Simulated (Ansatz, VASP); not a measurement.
## One calculation of Al3GaN4, two programs

INCAR

```
  PREC = Accurate
  ENCUT = 520
  EDIFF = 1E-6
  ISMEAR = 0
  SIGMA = 0.05
  LREAL = F
  LASPH = T
  NELM = 100
  ALGO = Normal
  ISIF = 2
  LWAVE = F
  LCHARG = T
  GGA = PS
  LELF = T
  LVHAR = T
  NBANDS = 31
```

The input KPOINTS:

```
Automatic mesh
0
Gamma
  6 6 6
```

File POSCAR:

```
Al3GaN4
1.0
    4.4511896259     -0.1615208909     -0.1615208909
   -0.1615208909      4.4511896259     -0.1615208909
   -0.1615208909     -0.1615208909      4.4511896259
Al Ga N
3 1 4
Direct
    0.5000000000      0.5000000000      0.0000000000
    0.5000000000      0.0000000000      0.5000000000
    0.0000000000      0.5000000000      0.5000000000
    0.0000000000      0.0000000000      0.0000000000
    0.7447140287      0.7447140287      0.2552859713
    0.7447140287      0.2552859713      0.7447140287
    0.2552859713      0.7447140287      0.7447140287
    0.2552859713      0.2552859713      0.2552859713
```

Input for Ansatz:

```yaml
crystal:
  lattice:
    - [4.4511896259, -0.1615208909, -0.1615208909]
    - [-0.1615208909, 4.4511896259, -0.1615208909]
    - [-0.1615208909, -0.1615208909, 4.4511896259]
  atoms:
    - { symbol: Al, position: [0.5, 0.5, 0.0] }
    - { symbol: Al, position: [0.5, 0.0, 0.5] }
    - { symbol: Al, position: [0.0, 0.5, 0.5] }
    - { symbol: Ga, position: [0.0, 0.0, 0.0] }
    - { symbol: "N", position: [0.7447140287, 0.7447140287, 0.2552859713] }
    - { symbol: "N", position: [0.7447140287, 0.2552859713, 0.7447140287] }
    - { symbol: "N", position: [0.2552859713, 0.7447140287, 0.7447140287] }
    - { symbol: "N", position: [0.2552859713, 0.2552859713, 0.2552859713] }
basis:
  ecutwfc: 520.0
kpoints:
  mp_grid: { grid: [6, 6, 6] }
hamiltonian:
  xc: pbesol
scf:
  occupations: { method: gaussian, width: 0.05 }
output:
  forces: true
  stress: true
  eigenvalues: true
```

Change from the starting cell: equal engineering shear yz, xz and xy -0.0733, equal normal strain along x, y and z +0.0100.

Alike in both runs: task single point; functional PBEsol; k mesh 6 × 6 × 6; occupations gaussian, width 0.05 eV; no spin polarisation.

```csv
,VASP,Ansatz
version,VASP 6.6.1,Ansatz 0.2.0
potentials or method,"VASP PAW PBE potentials, release 64 (Al, Ga_d, N), cutoff 520 eV","scalar-relativistic, plane waves, PAW"
valence electrons in the cell,42,42
```

|  | VASP | Ansatz | Ansatz less VASP |
| --- | --- | --- | --- |
| gap on the k mesh at the Fermi level (eV) | 2.71 | 2.71 | -0.004 |
| least direct gap on the mesh (eV) | 2.71 | 2.71 | -0.004 |
| pressure (GPa) | -1.5 | -1.5 | +0.04 |
| traceless stress, the component that is largest in VASP (GPa) | 16.21 | 16.07 | -0.138 |
| rms of the force components (eV/Å) | 0.932 | 0.923 | -0.0087 |

VASP's potentials were made for PBE, not for PBEsol. Atom by atom the forces differ by 0.018 eV/Å (rms over components). The functional is the same, so the differences come from potentials, cutoffs and numerics.
